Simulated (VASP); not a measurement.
# PbSe (Fm-3m) in VASP: a series of runs

The runs below take PbSe through single point, with r2SCAN.

All numbers are computed with VASP 6.6.1; they aren't measurements. Logs are shortened: lines on timing, memory, paths and dates and some standing lists are left out, and cuts for length are marked.

## Step 1: The cell of the first run

It takes space group Fm-3m (No. 225, cubic). Conventional cell: a = 5.783 Å, b = 5.783 Å, c = 5.783 Å, α = 90.00°, β = 90.00°, γ = 90.00°. Within 3.8 Å of Pb (site symmetry m-3m) lie 6 Se at 2.89 Å. Se (site symmetry m-3m) has 6 Pb at 2.89 Å within 3.8 Å.

## Step 2: Single point, r2SCAN

Input file POSCAR:

```
PbSe
1.0
    0.0000000000      2.8916439537      2.8916439537
    2.8916439537      0.0000000000      2.8916439537
    2.8916439537      2.8916439537      0.0000000000
Pb Se
1 1
Direct
    0.0000000000      0.0000000000      0.0000000000
    0.5000000000      0.5000000000      0.5000000000
```

Input file INCAR.step1:

```
SYSTEM = PbSe
PREC     = Accurate       ! precision mode
ENCUT    = 520            ! plane-wave cutoff, eV
ISMEAR   = 0              ! smearing method
SIGMA    = 0.01           ! smearing width, eV
LREAL    = .FALSE.        ! projectors in reciprocal space
LASPH    = .TRUE.         ! aspherical terms in the spheres
NELM     = 100            ! most SCF steps
NBANDS   = 17             ! bands
GGA      = PE             ! functional
ALGO     = Normal         ! electronic algorithm
EDIFF    = 1E-4           ! SCF threshold, eV
LWAVE    = .TRUE.         ! write WAVECAR
LCHARG   = .FALSE.        ! write CHGCAR
```

Input file INCAR.step2:

```
SYSTEM = PbSe
PREC     = Accurate       ! precision mode
ENCUT    = 520            ! plane-wave cutoff, eV
EDIFF    = 1E-7           ! SCF threshold, eV
ISMEAR   = 0              ! smearing method
SIGMA    = 0.01           ! smearing width, eV
LREAL    = .FALSE.        ! projectors in reciprocal space
LASPH    = .TRUE.         ! aspherical terms in the spheres
NELM     = 100            ! most SCF steps
ALGO     = Normal         ! electronic algorithm
ISIF     = 2              ! what is computed and relaxed
LWAVE    = .FALSE.        ! write WAVECAR
LCHARG   = .TRUE.         ! write CHGCAR
METAGGA  = R2SCAN         ! meta-GGA
LMIXTAU  = .TRUE.       
LELF     = .TRUE.         ! ELF
LVHAR    = .TRUE.       
NBANDS   = 17             ! bands
ISTART   = 1
```

Input file KPOINTS:

```
regular mesh
0
G
  6 6 6
  0 0 0
```

Potentials or basis: VASP PAW PBE potentials, release 64 (Pb_d, Se).

Run with:

```bash
$ cat potpaw_PBE.64/Pb_d/POTCAR potpaw_PBE.64/Se/POTCAR > POTCAR
$ cp INCAR.step1 INCAR
$ mpirun -np 1 vasp_std > vasp.out
$ cp INCAR.step2 INCAR
$ mpirun -np 1 vasp_std > vasp.out
```

OUTCAR:

```text
SYSTEM = PbSe
   PREC = Accurate
   ENCUT = 520
   EDIFF = 1E-7
   ISMEAR = 0
   LREAL = .FALSE.
   LASPH = .TRUE.
   NELM = 100
   ISIF = 2
   METAGGA = R2SCAN
   ISTART = 1

 ion  position               nearest neighbor table
   1  0.000  0.000  0.000-   2 2.89   2 2.89   2 2.89   2 2.89   2 2.89   2 2.89
   2  0.500  0.500  0.500-   1 2.89   1 2.89   1 2.89   1 2.89   1 2.89   1 2.89

  LATTYP: Found a face centered cubic cell.
 ALAT       =     5.7832879074

  Lattice vectors:

 A1 = (   0.0000000000,   2.8916439537,   2.8916439537)
 A2 = (   2.8916439537,   0.0000000000,   2.8916439537)
 A3 = (   2.8916439537,   2.8916439537,   0.0000000000)

Analysis of symmetry for initial positions (statically):
=====================================================================
 Subroutine PRICEL returns:
 Original cell was already a primitive cell.

 Routine SETGRP: Setting up the symmetry group for a
 face centered cubic supercell.

 Subroutine GETGRP returns: Found 48 space group operations
 (whereof 48 operations were pure point group operations)
 out of a pool of 48 trial point group operations.

The static configuration has the point symmetry O_h .

Analysis of symmetry for dynamics (positions and initial velocities):
=====================================================================
 Subroutine PRICEL returns:
 Original cell was already a primitive cell.

 Routine SETGRP: Setting up the symmetry group for a
 face centered cubic supercell.

 Subroutine GETGRP returns: Found 48 space group operations
 (whereof 48 operations were pure point group operations)
 out of a pool of 48 trial point group operations.

The dynamic configuration has the point symmetry O_h .

 Subroutine INISYM returns: Found 48 space group operations
 (whereof 48 operations are pure point group operations),
 and found     1 'primitive' translations

----------------------------------------------------------------------------------------

                                     Primitive cell

  volume of cell :      48.3576

  direct lattice vectors                    reciprocal lattice vectors
     0.000000000  2.891643954  2.891643954    -0.172912021  0.172912021  0.172912021
     2.891643954  0.000000000  2.891643954     0.172912021 -0.172912021  0.172912021
     2.891643954  2.891643954  0.000000000     0.172912021  0.172912021 -0.172912021

  length of vectors
     4.089402097  4.089402097  4.089402097     0.299492406  0.299492406  0.299492406

  position of ions in fractional coordinates (direct lattice)
     0.000000000  0.000000000  0.000000000
     0.500000000  0.500000000  0.500000000

  ion indices of the primitive-cell ions
   primitive index   ion index
                 1           1
                 2           2

----------------------------------------------------------------------------------------

 KPOINTS: regular mesh

Automatic generation of k-mesh.
 Grid dimensions read from file:
 generate k-points for:    6    6    6

 Generating k-lattice:

  Cartesian coordinates                     Fractional coordinates (reciprocal lattice)
    -0.028818670  0.028818670  0.028818670     0.166666667  0.000000000  0.000000000
     0.028818670 -0.028818670  0.028818670     0.000000000  0.166666667  0.000000000
     0.028818670  0.028818670 -0.028818670     0.000000000  0.000000000  0.166666667

  Length of vectors
     0.049915401  0.049915401  0.049915401

  Shift w.r.t. Gamma in fractional coordinates (k-lattice)
     0.000000000  0.000000000  0.000000000

 Subroutine IBZKPT returns following result:
 ===========================================

 Found     16 irreducible k-points:

 Following reciprocal coordinates:
            Coordinates               Weight
  0.000000  0.000000  0.000000      1.000000
  0.166667  0.000000  0.000000      8.000000
  0.333333  0.000000  0.000000      8.000000
  0.500000  0.000000  0.000000      4.000000
  0.166667  0.166667  0.000000      6.000000
  0.333333  0.166667  0.000000     24.000000
[... 8 lines left out ...]
 -0.333333  0.333333  0.166667     24.000000
 -0.333333  0.500000  0.166667     12.000000
   k-points           NKPTS =     16   k-points in BZ     NKDIM =     16   number of bands    NBANDS=     17
   number of dos      NEDOS =    301   number of ions     NIONS =      2
   total plane-waves  NPLWV =  27000
   dimension x,y,z NGX =    30 NGY =   30 NGZ =   30
   dimension x,y,z NGXF=    60 NGYF=   60 NGZF=   60
   ions per type =               1   1
   NGX,Y,Z   is equivalent  to a cutoff of  12.20, 12.20, 12.20 a.u.
   NGXF,Y,Z  is equivalent  to a cutoff of  24.39, 24.39, 24.39 a.u.
 SYSTEM =  PbSe
   PREC   = accura    normal or accurate (medium, high low for compatibility)
   ISTART =      1    job   : 0-new  1-cont  2-samecut
   ICHARG =      0    charge: 1-file 2-atom 10-const
   ISPIN  =      1    spin polarized calculation?
   LNONCOLLINEAR =      F non collinear calculations
   LSORBIT =      F    spin-orbit coupling
   LASPH  =      T    aspherical Exc in radial PAW
   ENCUT  =  520.0 eV  38.22 Ry    6.18 a.u.   7.60  7.60  7.60*2*pi/ulx,y,z
   NELM   =    100;   NELMIN=  2; NELMDL=  0     # of ELM steps
   EDIFF  = 0.1E-06   stopping-criterion for ELM
   LREAL  =      F    real-space projection
   EDIFFG = 0.1E-05   stopping-criterion for IOM
   NSW    =      0    number of steps for IOM
   IBRION =     -1    ionic relax: 0-MD 1-quasi-New 2-CG
   NFREE  =      0    steps in history (QN), initial steepest desc. (CG)
   ISIF   =      2    stress and relaxation
   ISYM   =      2    0-nonsym 1-usesym 2-fastsym
   POTIM  = 0.5000    time-step for ionic-motion
   TEBEG  =    0.0;   TEEND  =   0.0 temperature during run
   PSTRESS=    0.0 pullay stress
   NELECT =      20.0000    total number of electrons
   NUPDOWN=      -1.0000    fix difference up-down
   EMIN   =  10.00;   EMAX   =-10.00  energy-range for DOS
   EFERMI =   0.00;   METHOD = LEGACY
   ISMEAR =     0;   SIGMA  =   0.01  broadening in eV -4-tet -1-fermi 0-gaus
   EFERMI_NEDOS =   21; number of points for ismear=-14 and -15
   IALGO  =     38    algorithm
   IMIX   =      4    mixing-type and parameters
     AMIX     =   0.40;   BMIX     =  1.00
     AMIX_MAG =   1.60;   BMIX_MAG =  1.00
  volume/ion in A,a.u.               =      24.18       163.17
  Fermi-wavevector in a.u.,A,eV,Ry     =   1.219729  2.304954 20.241915  1.487739
  Thomas-Fermi vector in A             =   2.354971
   LORBIT       =      0    0 simple, 1 ext, 2 COOP (PROOUT), +10 PAW based schemes
   METAGGA = R2SCAN    functional components
   LHFCALC =     F    Hartree Fock is set to
   AEXX    =    0.0000 exact exchange contribution
   IVDW    =     0    specifies the selected vdW correction
   LEPSILON=     F    determine dielectric tensor
   LRPA    =     F    only Hartree local field effects (RPA)
 non-spin polarized calculation
 Gauss-broadening in eV      SIGMA  =   0.01
  energy-cutoff  :      520.00
  volume of cell :       48.36
 maximum number of plane-waves:      1315
   NGX = 15   NGY = 15   NGZ = 15

 number of electron      19.9999993 magnetization

 Free energy of the ion-electron system (eV)
  ---------------------------------------------------
  ext. energy  EPLUGINS =         0.00000000
  ---------------------------------------------------
  free energy    TOTEN  =       -71.50960364 eV

  energy without entropy =      -71.50960364  energy(sigma->0) =      -71.50960364

 E-fermi :   7.4564     XC(G=0): -10.9567

 val. band max:        7.3585917710   @ k =   0.5000   0.0000   0.0000
 cond. band min:       7.5280964751   @ k =   0.5000   0.0000   0.0000
 fundamental gap:      0.1695047041
 Fermi energy:         7.4564094710

 k-point     1 :       0.0000    0.0000    0.0000
  band No.  band energies     occupation
      1     -10.6314      2.00000
      2     -10.6314      2.00000
      3     -10.6195      2.00000
      4     -10.6195      2.00000
      5     -10.6195      2.00000
      6      -8.6112      2.00000
[... 9 lines left out ...]
     16      13.7806      0.00000
     17      15.3211      0.00000

 k-point     2 :       0.1667    0.0000    0.0000
  band No.  band energies     occupation
      1     -10.6448      2.00000
      2     -10.6448      2.00000
      3     -10.6192      2.00000
      4     -10.6050      2.00000
      5     -10.6050      2.00000
      6      -8.3256      2.00000
[... 9 lines left out ...]
     16      14.4765      0.00000
     17      17.7146      0.00000

 k-point     3 :       0.3333    0.0000    0.0000
  band No.  band energies     occupation
      1     -10.6740      2.00000
      2     -10.6740      2.00000
      3     -10.6202      2.00000
      4     -10.5732      2.00000
      5     -10.5732      2.00000
      6      -7.5859      2.00000
[... 9 lines left out ...]
     16      16.1028      0.00000
     17      20.7175      0.00000

 k-point     4 :       0.5000    0.0000    0.0000
  band No.  band energies     occupation
      1     -10.6887      2.00000
      2     -10.6887      2.00000
      3     -10.6214      2.00000
      4     -10.5571      2.00000
      5     -10.5571      2.00000
      6      -7.0449      2.00000
[... 9 lines left out ...]
     16      17.7576      0.00000
     17      18.4181      0.00000
[... 183 lines left out ...]
      1     -10.8130      2.00000
      2     -10.6424      2.00000
      3     -10.6225      2.00000
      4     -10.5692      2.00000
      5     -10.5565      2.00000
      6      -6.8927      2.00000
[... 9 lines left out ...]
     16      18.1833      0.00000
     17      18.8751      0.00000

 k-point    15 :      -0.3333    0.3333    0.1667
  band No.  band energies     occupation
      1     -10.8377      2.00000
      2     -10.6520      2.00000
      3     -10.5991      2.00000
      4     -10.5906      2.00000
      5     -10.5436      2.00000
      6      -6.4599      2.00000
[... 9 lines left out ...]
     16      19.2946      0.00000
     17      19.6934      0.00000

 k-point    16 :      -0.3333    0.5000    0.1667
  band No.  band energies     occupation
      1     -10.9112      2.00000
      2     -10.6280      2.00000
      3     -10.6262      2.00000
      4     -10.5658      2.00000
      5     -10.5324      2.00000
      6      -6.2491      2.00000
[... 9 lines left out ...]
     16      20.2915      0.00000
     17      20.5252      0.00000

------------------------ aborting loop because EDIFF is reached ----------------------------------------

  FORCE on cell =-STRESS in cart. coord.  units (eV):
  Direction    XX          YY          ZZ          XY          YZ          ZX
  --------------------------------------------------------------------------------------
  -------------------------------------------------------------------------------------
  Total        4.5484047      4.5484047      4.5484047      0.0000000      0.0000000      0.0000000
  in kB      150.6972192    150.6972192    150.6972192      0.0000000      0.0000000      0.0000000
  external PRESSURE =     150.6972192 kB  Pullay stress =       0.0000000 kB

 VOLUME and BASIS-vectors are now :
 -----------------------------------------------------------------------------
  energy-cutoff  :      520.00
  volume of cell :       48.36
      direct lattice vectors                 reciprocal lattice vectors
     0.000000000  2.891643954  2.891643954    -0.172912021  0.172912021  0.172912021
     2.891643954  0.000000000  2.891643954     0.172912021 -0.172912021  0.172912021
     2.891643954  2.891643954  0.000000000     0.172912021  0.172912021 -0.172912021

 POSITION                                       TOTAL-FORCE (eV/Angst)
 -----------------------------------------------------------------------------------
      0.00000      0.00000      0.00000        -0.000000      0.000000      0.000000
      2.89164      2.89164      2.89164         0.000000     -0.000000     -0.000000
 -----------------------------------------------------------------------------------
    total drift:                               -0.000000      0.000000      0.000000

  FREE ENERGIE OF THE ION-ELECTRON SYSTEM (eV)
  ---------------------------------------------------
  free  energy   TOTEN  =       -71.5096036441 eV

  energy  without entropy=      -71.5096036441  energy(sigma->0) =      -71.50960364
```

It took 45 s on 1 thread of AMD EPYC 9R45 (Zen 5), shared host; peak memory 0.14 GiB.

Results:

- Free energy: -71.5096 eV
- Pressure: 15.1 GPa
- Band gap on the k mesh: 0.17 eV

Caveat: the cell stands under pressure; the PAW data sets were made with another functional, which shifts forces and pressure a little; spin-orbit coupling is left out, which moves the levels of the heavy elements.

## Step 3: Single point, r2SCAN

This run uses another cell than the first one, of 25.55 Å³/atom.

Input file POSCAR:

```
PbSe
1.0
    0.0000000000      2.9454001901      2.9454001901
    2.9454001901      0.0000000000      2.9454001901
    2.9454001901      2.9454001901      0.0000000000
Pb Se
1 1
Direct
    0.0000000000      0.0000000000      0.0000000000
    0.5000000000      0.5000000000      0.5000000000
```

Input file INCAR.step1:

```
SYSTEM = PbSe
  ALGO = Normal
  EDIFF = 1E-4
  ENCUT = 520
  GGA = PE
  ISMEAR = 0
  LASPH = .TRUE.
  LCHARG = .FALSE.
  LREAL = .FALSE.
  LWAVE = .TRUE.
  NBANDS = 17
  NELM = 80
  PREC = Accurate
  SIGMA = 0.01
```

Input file INCAR.step2:

```
SYSTEM = PbSe
  ALGO = Normal
  EDIFF = 1E-6
  ENCUT = 520
  ISIF = 2
  ISMEAR = 0
  ISTART = 1
  LASPH = .TRUE.
  LCHARG = .FALSE.
  LMIXTAU = .TRUE.
  LREAL = .FALSE.
  LWAVE = .FALSE.
  METAGGA = R2SCAN
  NBANDS = 17
  NELM = 80
  PREC = Accurate
  SIGMA = 0.01
```

Input file KPOINTS:

```
k-points
0
G
  6 6 6
  0 0 0
```

Potentials or basis: VASP PAW PBE potentials, release 64 (Pb_d, Se).

Run with:

```bash
$ cat potpaw_PBE.64/Pb_d/POTCAR potpaw_PBE.64/Se/POTCAR > POTCAR
$ cp INCAR.step1 INCAR
$ mpirun -np 1 vasp_std > vasp.out
$ cp INCAR.step2 INCAR
$ mpirun -np 1 vasp_std > vasp.out
```

Wall time 43 s (1 thread of AMD EPYC 9R45 (Zen 5), shared host); peak memory 0.16 GiB.

The run converged. Its results:

```
Free energy            : -71.7231 eV
Pressure               : 10.0 GPa
Band gap on the k mesh : 0.11 eV
```

Levels at points of the mesh, in eV from the valence-band top:
```
           k point  band 8  band 9  band 10  band 11  band 12  band 13
(0.00, 0.00, 0.00)   -2.79   -2.79    -2.79     5.13     5.13     5.13
(0.50, 0.00, 0.00)   -2.26   -2.26     0.00     0.11     1.44     1.44
(0.50, 0.50, 0.00)   -6.39   -4.37    -4.37     3.33     6.30     6.30
```

Caveat: the cell stands under pressure; the PAW data sets were made with another functional, which shifts forces and pressure a little; spin-orbit coupling is left out, which moves the levels of the heavy elements.

## Step 4: Single point, r2SCAN

This run uses another cell than the first one, of 26.47 Å³/atom.

Input file POSCAR:

```
PbSe
1.0
    0.0000000000      2.9801862704      2.9801862704
    2.9801862704      0.0000000000      2.9801862704
    2.9801862704      2.9801862704      0.0000000000
Pb Se
1 1
Direct
    0.0000000000      0.0000000000      0.0000000000
    0.5000000000      0.5000000000      0.5000000000
```

Input file INCAR.step1:

```
ALGO = Normal
EDIFF = 1E-4
ENCUT = 520
GGA = PE
ISMEAR = 0
LASPH = T
LCHARG = F
LREAL = F
LWAVE = T
NBANDS = 17
NELM = 100
PREC = Accurate
SIGMA = 0.01
```

Input file INCAR.step2:

```
ALGO = Normal
EDIFF = 1E-6
ENCUT = 520
ISIF = 2
ISMEAR = 0
ISTART = 1
LASPH = T
LCHARG = F
LMIXTAU = T
LREAL = F
LWAVE = F
METAGGA = R2SCAN
NBANDS = 17
NELM = 100
PREC = Accurate
SIGMA = 0.01
```

Input file KPOINTS:

```
k-points
0
Gamma
  6 6 6
```

Run with:

```bash
$ cat potpaw_PBE.64/Pb_d/POTCAR potpaw_PBE.64/Se/POTCAR > POTCAR
$ cp INCAR.step1 INCAR
$ mpirun -np 1 vasp_std > vasp.out
$ cp INCAR.step2 INCAR
$ mpirun -np 1 vasp_std > vasp.out
```

Run time: 35 s. Hardware: 1 thread of AMD EPYC 9R45 (Zen 5), shared host; peak memory 0.15 GiB.

The run converged. Its results:

| Quantity | Value |
| --- | --- |
| Free energy | -71.8206 eV |
| Pressure | 7.0 GPa |
| Band gap on the k mesh | 0.27 eV |

Levels at points of the mesh, in eV from the valence-band top:
```tsv
k point	band 8	band 9	band 10	band 11	band 12	band 13
(0.00, 0.00, 0.00)	-2.55	-2.55	-2.55	5.11	5.11	5.11
(0.50, 0.00, 0.00)	-2.05	-2.05	0.00	0.27	1.60	1.60
(0.50, 0.50, 0.00)	-5.99	-4.06	-4.06	3.56	6.21	6.21
```

Caveat: the cell stands under pressure; the PAW data sets were made with another functional, which shifts forces and pressure a little; spin-orbit coupling is left out, which moves the levels of the heavy elements. A k mesh can miss the band edges.

## Step 5: Single point, r2SCAN

This run uses another cell than the first one, of 27.55 Å³/atom.

Input file POSCAR:

```
PbSe
1.0
    0.0000000000      3.0203952739      3.0203952739
    3.0203952739      0.0000000000      3.0203952739
    3.0203952739      3.0203952739      0.0000000000
Pb Se
1 1
Direct
    0.0000000000      0.0000000000      0.0000000000
    0.5000000000      0.5000000000      0.5000000000
```

Input file INCAR.step1:

```
SYSTEM = PbSe
PREC     = Accurate       ! precision mode
ENCUT    = 520            ! plane-wave cutoff, eV
ISMEAR   = 0              ! smearing method
SIGMA    = 0.01           ! smearing width, eV
LREAL    = .FALSE.        ! projectors in reciprocal space
LASPH    = .TRUE.         ! aspherical terms in the spheres
NELM     = 60             ! most SCF steps
NBANDS   = 17             ! bands
GGA      = PE             ! functional
ALGO     = Normal         ! electronic algorithm
EDIFF    = 1E-4           ! SCF threshold, eV
LWAVE    = .TRUE.         ! write WAVECAR
LCHARG   = .FALSE.        ! write CHGCAR
```

Input file INCAR.step2:

```
SYSTEM = PbSe
PREC     = Accurate       ! precision mode
ENCUT    = 520            ! plane-wave cutoff, eV
EDIFF    = 1E-6           ! SCF threshold, eV
ISMEAR   = 0              ! smearing method
SIGMA    = 0.01           ! smearing width, eV
LREAL    = .FALSE.        ! projectors in reciprocal space
LASPH    = .TRUE.         ! aspherical terms in the spheres
NELM     = 60             ! most SCF steps
ALGO     = Normal         ! electronic algorithm
ISIF     = 2              ! what is computed and relaxed
LWAVE    = .FALSE.        ! write WAVECAR
LCHARG   = .FALSE.        ! write CHGCAR
METAGGA  = R2SCAN         ! meta-GGA
LMIXTAU  = .TRUE.       
NBANDS   = 17             ! bands
ISTART   = 1
```

Input file KPOINTS:

```
regular mesh
0
G
  6 6 6
  0 0 0
```

Run with:

```bash
$ cat potpaw_PBE.64/Pb_d/POTCAR potpaw_PBE.64/Se/POTCAR > POTCAR
$ cp INCAR.step1 INCAR
$ mpirun -np 1 vasp_std > vasp.out
$ cp INCAR.step2 INCAR
$ mpirun -np 1 vasp_std > vasp.out
```

It took 39 s on 1 thread of AMD EPYC 9R45 (Zen 5), shared host; peak memory 0.16 GiB.

The run converged. Its results:

- Free energy: -71.8952 eV
- Pressure: 4.0 GPa
- Band gap on the k mesh: 0.43 eV

Levels at points of the mesh, in eV from the valence-band top:
```csv
k point,band 6,band 7,band 8,band 9,band 10,band 11,band 12,band 13,band 14,band 15
"(0.00, 0.00, 0.00)",-14.57,-6.33,-2.28,-2.28,-2.28,5.08,5.08,5.08,6.81,6.81
"(0.50, 0.00, 0.00)",-13.37,-9.37,-1.82,-1.82,0.00,0.43,1.77,1.77,9.10,10.60
"(0.50, 0.50, 0.00)",-12.90,-7.67,-5.56,-3.71,-3.71,3.80,6.10,6.10,6.61,11.86
```

Caveat: the cell stands under pressure; the PAW data sets were made with another functional, which shifts forces and pressure a little; spin-orbit coupling is left out, which moves the levels of the heavy elements. A k mesh can miss the band edges.

(Part 1 of 2 ends here.)
